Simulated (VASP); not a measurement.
A run of VASP 6.6.1 is set up as follows.

INCAR

```
PREC = Accurate
ENCUT = 520
EDIFF = 1E-6
ISMEAR = -1
SIGMA = 0.05
LREAL = False
LASPH = True
NELM = 150
ALGO = Normal
ISIF = 2
LWAVE = False
LCHARG = False
MAGMOM = 0 0 0
LORBIT = 11
LSORBIT = True
GGA_COMPAT = False
LORBMOM = True
GGA = B5
ALDAX = 1.0
AGGAX = 1.0
AGGAC = 1.0
ALDAC = 0.0
IVDW = 12
VDW_S6 = 1.0
VDW_S8 = 2.6996
VDW_A1 = 0.4298
VDW_A2 = 4.2359
NBANDS = 36
```

Contents of KPOINTS:

```
Automatic mesh
0
Gamma
  8 8 8
```

File POSCAR:

```
Lu
1.0
   -2.0472976037      2.0472976037      2.0472976037
    2.0472976037     -2.0472976037      2.0472976037
    2.0472976037      2.0472976037     -2.0472976037
Lu
1
Direct
    0.0000000000      0.0000000000      0.0000000000
```

Potentials or basis: VASP PAW PBE potentials, release 64 (Lu).

Launch:

```sh
$ cat potpaw_PBE.64/Lu/POTCAR > POTCAR
$ mpirun -np 1 vasp_ncl > vasp.out
```

Problem. Estimate the pressure.

Solution. -8.0 GPa.

Problem. What does it give for the net moment?

Solution. 0.00 μB per cell.

Problem. Estimate the dispersion energy per atom.

Solution. -0.738 eV.

Moments on the atoms (μB; x, y, z):
```
Lu  0.00 0.00 0.00
```

Caveat: three body term missing; the PAW data sets were made with another functional, which shifts forces and pressure a little.
